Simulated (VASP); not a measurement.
# NaRu (P4/mmm) in VASP: a series of runs

Runs on NaRu. Level: PBE. Tasks: single point.

Program: VASP 6.6.1. These are calculated values, not measurements. Logs are shortened: lines on timing, memory, paths and dates and some standing lists are left out, and cuts for length are marked.

## (1) The cell of the first run

Symmetry: P4/mmm, No. 123, tetragonal system. Conventional cell: a = 2.996 Å, b = 2.996 Å, c = 3.927 Å, α = 90.00°, β = 90.00°, γ = 90.00°. Within 4.0 Å of Na (site symmetry 4/mmm) lie 8 Ru at 2.89 Å and 6 Na at 3.00 to 3.93 Å. Ru (site symmetry 4/mmm) has 8 Na at 2.89 Å and 6 Ru at 3.00 to 3.93 Å within 4.0 Å.

## (2) Single point, PBE

Contents of INCAR:

```
PREC = Accurate
ENCUT = 520
EDIFF = 1E-6
ISMEAR = 0
SIGMA = 0.1
LREAL = F
LASPH = T
NELM = 100
ALGO = Normal
ISIF = 2
LWAVE = F
LCHARG = F
GGA = PE
NBANDS = 18
```

Contents of KPOINTS:

```
Automatic mesh
0
Gamma
  6 6 4
```

Contents of POSCAR:

```
NaRu
1.0
    2.9961142021      0.0000000000      0.0000000000
    0.0000000000      2.9961142021      0.0000000000
    0.0000000000      0.0000000000      3.9270496863
Na Ru
1 1
Direct
    0.5000000000      0.5000000000      0.5000000000
    0.0000000000      0.0000000000      0.0000000000
```

Potentials or basis: VASP PAW PBE potentials, release 64 (Na_pv, Ru_pv).

Started as:

```
$ cat potpaw_PBE.64/Na_pv/POTCAR potpaw_PBE.64/Ru_pv/POTCAR > POTCAR
$ mpirun -np 1 vasp_std > vasp.out
```

OUTCAR:

```text
PREC = Accurate
   ENCUT = 520
   EDIFF = 1E-6
   ISMEAR = 0
   LREAL = F
   LASPH = T
   NELM = 100
   ISIF = 2
   GGA = PE

 ion  position               nearest neighbor table
   1  0.500  0.500  0.500-   2 2.89   2 2.89   2 2.89   2 2.89   2 2.89   2 2.89   2 2.89   2 2.89

   2  0.000  0.000  0.000-   1 2.89   1 2.89   1 2.89   1 2.89   1 2.89   1 2.89   1 2.89   1 2.89

  LATTYP: Found a simple tetragonal cell.
 ALAT       =     2.9961142021
 C/A-ratio  =     1.3107142857

  Lattice vectors:

 A1 = (   2.9961142021,   0.0000000000,   0.0000000000)
 A2 = (   0.0000000000,   2.9961142021,   0.0000000000)
 A3 = (   0.0000000000,   0.0000000000,   3.9270496863)

Analysis of symmetry for initial positions (statically):
=====================================================================
 Subroutine PRICEL returns:
 Original cell was already a primitive cell.

 Routine SETGRP: Setting up the symmetry group for a
 simple tetragonal supercell.

 Subroutine GETGRP returns: Found 16 space group operations
 (whereof 16 operations were pure point group operations)
 out of a pool of 16 trial point group operations.

The static configuration has the point symmetry D_4h.

Analysis of symmetry for dynamics (positions and initial velocities):
=====================================================================
 Subroutine PRICEL returns:
 Original cell was already a primitive cell.

 Routine SETGRP: Setting up the symmetry group for a
 simple tetragonal supercell.

 Subroutine GETGRP returns: Found 16 space group operations
 (whereof 16 operations were pure point group operations)
 out of a pool of 16 trial point group operations.

The dynamic configuration has the point symmetry D_4h.

 Subroutine INISYM returns: Found 16 space group operations
 (whereof 16 operations are pure point group operations),
 and found     1 'primitive' translations

----------------------------------------------------------------------------------------

                                     Primitive cell

  volume of cell :      35.2519

  direct lattice vectors                    reciprocal lattice vectors
     2.996114202  0.000000000  0.000000000     0.333765649  0.000000000  0.000000000
     0.000000000  2.996114202  0.000000000     0.000000000  0.333765649  0.000000000
     0.000000000  0.000000000  3.927049686     0.000000000  0.000000000  0.254644092

  length of vectors
     2.996114202  2.996114202  3.927049686     0.333765649  0.333765649  0.254644092

  position of ions in fractional coordinates (direct lattice)
     0.500000000  0.500000000  0.500000000
     0.000000000  0.000000000  0.000000000

  ion indices of the primitive-cell ions
   primitive index   ion index
                 1           1
                 2           2

----------------------------------------------------------------------------------------

 KPOINTS: Automatic mesh

Automatic generation of k-mesh.
 Grid dimensions read from file:
 generate k-points for:    6    6    4

 Generating k-lattice:

  Cartesian coordinates                     Fractional coordinates (reciprocal lattice)
     0.055627608  0.000000000  0.000000000     0.166666667  0.000000000  0.000000000
     0.000000000  0.055627608  0.000000000     0.000000000  0.166666667  0.000000000
     0.000000000  0.000000000  0.063661023     0.000000000  0.000000000  0.250000000

  Length of vectors
     0.055627608  0.055627608  0.063661023

  Shift w.r.t. Gamma in fractional coordinates (k-lattice)
     0.000000000  0.000000000  0.000000000

 Subroutine IBZKPT returns following result:
 ===========================================

 Found     30 irreducible k-points:

 Following reciprocal coordinates:
            Coordinates               Weight
  0.000000  0.000000  0.000000      1.000000
  0.166667  0.000000  0.000000      4.000000
  0.333333  0.000000  0.000000      4.000000
  0.500000  0.000000  0.000000      2.000000
  0.166667  0.166667  0.000000      4.000000
  0.333333  0.166667  0.000000      8.000000
[... 16 lines left out ...]
  0.333333  0.000000  0.500000      4.000000
  0.500000  0.000000  0.500000      2.000000
 [... further k-points ...]
   k-points           NKPTS =     30   k-points in BZ     NKDIM =     30   number of bands    NBANDS=     18
   number of dos      NEDOS =    301   number of ions     NIONS =      2
   total plane-waves  NPLWV =  17280
   dimension x,y,z NGX =    24 NGY =   24 NGZ =   30
   dimension x,y,z NGXF=    48 NGYF=   48 NGZF=   60
   ions per type =               1   1
   NGX,Y,Z   is equivalent  to a cutoff of  13.32, 13.32, 12.70 a.u.
   NGXF,Y,Z  is equivalent  to a cutoff of  26.63, 26.63, 25.40 a.u.
 SYSTEM =  unknown system
   PREC   = accura    normal or accurate (medium, high low for compatibility)
   ISTART =      0    job   : 0-new  1-cont  2-samecut
   ICHARG =      2    charge: 1-file 2-atom 10-const
   ISPIN  =      1    spin polarized calculation?
   LNONCOLLINEAR =      F non collinear calculations
   LSORBIT =      F    spin-orbit coupling
   LASPH  =      T    aspherical Exc in radial PAW
   ENCUT  =  520.0 eV  38.22 Ry    6.18 a.u.   5.57  5.57  7.30*2*pi/ulx,y,z
   NELM   =    100;   NELMIN=  2; NELMDL= -5     # of ELM steps
   EDIFF  = 0.1E-05   stopping-criterion for ELM
   LREAL  =      F    real-space projection
   EDIFFG = 0.1E-04   stopping-criterion for IOM
   NSW    =      0    number of steps for IOM
   IBRION =     -1    ionic relax: 0-MD 1-quasi-New 2-CG
   NFREE  =      0    steps in history (QN), initial steepest desc. (CG)
   ISIF   =      2    stress and relaxation
   ISYM   =      2    0-nonsym 1-usesym 2-fastsym
   POTIM  = 0.5000    time-step for ionic-motion
   TEBEG  =    0.0;   TEEND  =   0.0 temperature during run
   PSTRESS=    0.0 pullay stress
   NELECT =      21.0000    total number of electrons
   NUPDOWN=      -1.0000    fix difference up-down
   EMIN   =  10.00;   EMAX   =-10.00  energy-range for DOS
   EFERMI =   0.00;   METHOD = LEGACY
   ISMEAR =     0;   SIGMA  =   0.10  broadening in eV -4-tet -1-fermi 0-gaus
   EFERMI_NEDOS =   21; number of points for ismear=-14 and -15
   IALGO  =     38    algorithm
   IMIX   =      4    mixing-type and parameters
     AMIX     =   0.40;   BMIX     =  1.00
     AMIX_MAG =   1.60;   BMIX_MAG =  1.00
  volume/ion in A,a.u.               =      17.63       118.95
  Fermi-wavevector in a.u.,A,eV,Ry     =   1.377485  2.603069 25.816579  1.897465
  Thomas-Fermi vector in A             =   2.502634
   LORBIT       =      0    0 simple, 1 ext, 2 COOP (PROOUT), +10 PAW based schemes
   GGA     = PE    functional components
   LHFCALC =     F    Hartree Fock is set to
   AEXX    =    0.0000 exact exchange contribution
   IVDW    =     0    specifies the selected vdW correction
   LEPSILON=     F    determine dielectric tensor
   LRPA    =     F    only Hartree local field effects (RPA)
 non-spin polarized calculation
 Gauss-broadening in eV      SIGMA  =   0.10
  energy-cutoff  :      520.00
  volume of cell :       35.25
 maximum number of plane-waves:       960
 NGX is ok and might be reduce to    24
   NGX = 11   NGY = 11   NGZ = 15

 number of electron      20.9999993 magnetization

 Free energy of the ion-electron system (eV)
  ---------------------------------------------------
  ext. energy  EPLUGINS =         0.00000000
  ---------------------------------------------------
  free energy    TOTEN  =        -7.84094614 eV

  energy without entropy =       -7.82217769  energy(sigma->0) =       -7.83156192

 E-fermi :   5.0683     XC(G=0): -10.6680

 val. band max:        5.0200906718   @ k =   0.3333   0.1667   0.5000
 cond. band min:       5.0706040861   @ k =   0.3333   0.1667   0.0000
 fundamental gap:      0.0505134143
 Fermi energy:         5.0683045317

 k-point     1 :       0.0000    0.0000    0.0000
  band No.  band energies     occupation
      1     -36.6519      2.00000
      2     -36.6519      2.00000
      3     -36.6034      2.00000
      4     -17.7691      2.00000
      5     -17.7185      2.00000
      6     -17.7185      2.00000
[... 10 lines left out ...]
     17      17.4372      0.00000
     18      18.0170      0.00000

 k-point     2 :       0.1667    0.0000    0.0000
  band No.  band energies     occupation
      1     -36.6983      2.00000
      2     -36.6481      2.00000
      3     -36.5988      2.00000
      4     -17.7655      2.00000
      5     -17.7644      2.00000
      6     -17.7149      2.00000
[... 10 lines left out ...]
     17      17.7883      0.00000
     18      19.2994      0.00000

 k-point     3 :       0.3333    0.0000    0.0000
  band No.  band energies     occupation
      1     -36.7902      2.00000
      2     -36.6405      2.00000
      3     -36.5896      2.00000
      4     -17.8550      2.00000
      5     -17.7584      2.00000
      6     -17.7078      2.00000
[... 10 lines left out ...]
     17      18.9810      0.00000
     18      19.1258      0.00000

 k-point     4 :       0.5000    0.0000    0.0000
  band No.  band energies     occupation
      1     -36.8357      2.00000
      2     -36.6367      2.00000
      3     -36.5850      2.00000
      4     -17.8997      2.00000
      5     -17.7548      2.00000
      6     -17.7042      2.00000
[... 375 lines left out ...]
      4     -17.7878      2.00000
      5     -17.7628      2.00000
      6     -17.7156      2.00000
[... 10 lines left out ...]
     17      18.6472      0.00000
     18      19.4728      0.00000

 k-point    23 :       0.3333    0.0000    0.5000
  band No.  band energies     occupation
      1     -36.7901      2.00000
      2     -36.6400      2.00000
      3     -36.5971      2.00000
      4     -17.8477      2.00000
      5     -17.7710      2.00000
      6     -17.7070      2.00000
[... 10 lines left out ...]
     17      19.7797      0.00000
     18      21.8269      0.00000

 k-point    24 :       0.5000    0.0000    0.5000
  band No.  band energies     occupation
      1     -36.8357      2.00000
      2     -36.6362      2.00000
      3     -36.5927      2.00000
      4     -17.8897      2.00000
      5     -17.7626      2.00000
      6     -17.7027      2.00000
[... 10 lines left out ...]
     17      20.9924      0.00000
     18      21.3780      0.00000

 [... further k-points ...]

------------------------ aborting loop because EDIFF is reached ----------------------------------------

  FORCE on cell =-STRESS in cart. coord.  units (eV):
  Direction    XX          YY          ZZ          XY          YZ          ZX
  --------------------------------------------------------------------------------------
  -------------------------------------------------------------------------------------
  Total       -1.7870913     -1.7870913      1.8886153      0.0000000      0.0000000     -0.0000000
  in kB      -81.2220973    -81.2220973     85.8362929      0.0000000      0.0000000     -0.0000000
  external PRESSURE =     -25.5359672 kB  Pullay stress =       0.0000000 kB

 VOLUME and BASIS-vectors are now :
 -----------------------------------------------------------------------------
  energy-cutoff  :      520.00
  volume of cell :       35.25
      direct lattice vectors                 reciprocal lattice vectors
     2.996114202  0.000000000  0.000000000     0.333765649  0.000000000  0.000000000
     0.000000000  2.996114202  0.000000000     0.000000000  0.333765649  0.000000000
     0.000000000  0.000000000  3.927049686     0.000000000  0.000000000  0.254644092

 POSITION                                       TOTAL-FORCE (eV/Angst)
 -----------------------------------------------------------------------------------
      1.49806      1.49806      1.96352         0.000000      0.000000      0.000000
      0.00000      0.00000      0.00000         0.000000      0.000000      0.000000
 -----------------------------------------------------------------------------------
    total drift:                                0.000000      0.000000     -0.000000

  FREE ENERGIE OF THE ION-ELECTRON SYSTEM (eV)
  ---------------------------------------------------
  free  energy   TOTEN  =        -7.8409461397 eV

  energy  without entropy=       -7.8221776938  energy(sigma->0) =       -7.83156192
```

It took 5.7 s on 1 thread of Intel Xeon 6975P-C (Granite Rapids), shared host; peak memory 0.15 GiB.

What came out:

```
Free energy            : -7.8409 eV
Pressure               : -2.6 GPa
Band gap on the k mesh : zero (an odd number of electrons rules out a gap without spin polarisation)
```

Caveat: the k points lie up to 0.40 Å⁻¹ apart, too coarse for converged energies and pressures of a metal.

## (3) Single point, PBE

This run uses another cell than the first one, of 16.86 Å³/atom.

Contents of INCAR:

```
SYSTEM = NaRu
PREC = Accurate
ENCUT = 520
EDIFF = 1E-6
ISMEAR = 0
SIGMA = 0.1
LREAL = .FALSE.
LASPH = .TRUE.
NELM = 60
ALGO = Fast
ISIF = 2
LWAVE = .FALSE.
LCHARG = .FALSE.
GGA = PE
NBANDS = 18
```

Contents of KPOINTS:

```
Automatic mesh
0
G
  18 18 14
  0 0 0
```

Contents of POSCAR:

```
NaRu
1.0
    2.5730441215      0.0000000000      0.0000000000
    0.0000000000      2.5730441215      0.0000000000
    0.0000000000      0.0000000000      5.0921848379
Na Ru
1 1
Direct
    0.5000000000      0.5000000000      0.5000000000
    0.0000000000      0.0000000000      0.0000000000
```

Potentials or basis: VASP PAW PBE potentials, release 64 (Na_pv, Ru_pv).

Started as:

```
$ cat potpaw_PBE.64/Na_pv/POTCAR potpaw_PBE.64/Ru_pv/POTCAR > POTCAR
$ mpirun -np 1 vasp_std > vasp.out
```

Wall time 97 s (1 thread of Intel Xeon 6975P-C (Granite Rapids), shared host); peak memory 0.34 GiB.

The run converged. Its results:

```
Free energy            : -9.0227 eV
Pressure               : 0.0 GPa
Band gap on the k mesh : zero (an odd number of electrons rules out a gap without spin polarisation)
```

Levels at points of the mesh, in eV from the Fermi level:
| k point | band 6 | band 7 | band 8 | band 9 | band 10 | band 11 | band 12 | band 13 | band 14 | band 15 |
| --- | --- | --- | --- | --- | --- | --- | --- | --- | --- | --- |
| (0.00, 0.00, 0.00) | -24.26 | -5.86 | -4.40 | -3.61 | 0.39 | 0.51 | 0.51 | 1.62 | 4.06 | 11.25 |
| (0.50, 0.00, 0.00) | -24.22 | -3.62 | -3.42 | -1.52 | -0.60 | 0.66 | 0.89 | 4.57 | 4.93 | 7.81 |
| (0.50, 0.50, 0.00) | -24.22 | -4.91 | -2.39 | -2.39 | -0.30 | 3.32 | 5.97 | 5.97 | 7.24 | 10.67 |
| (0.00, 0.00, 0.50) | -24.26 | -5.32 | -4.39 | -2.96 | -2.37 | 0.52 | 0.52 | 1.62 | 7.31 | 11.25 |
| (0.50, 0.00, 0.50) | -24.22 | -3.64 | -3.62 | -0.95 | -0.61 | 0.89 | 1.37 | 1.92 | 6.41 | 6.42 |
| (0.50, 0.50, 0.50) | -24.22 | -4.88 | -2.40 | -2.40 | 0.07 | 3.32 | 5.54 | 6.69 | 6.69 | 9.60 |

The gap in the log of VASP goes by the Fermi energy; the results here count the filled bands.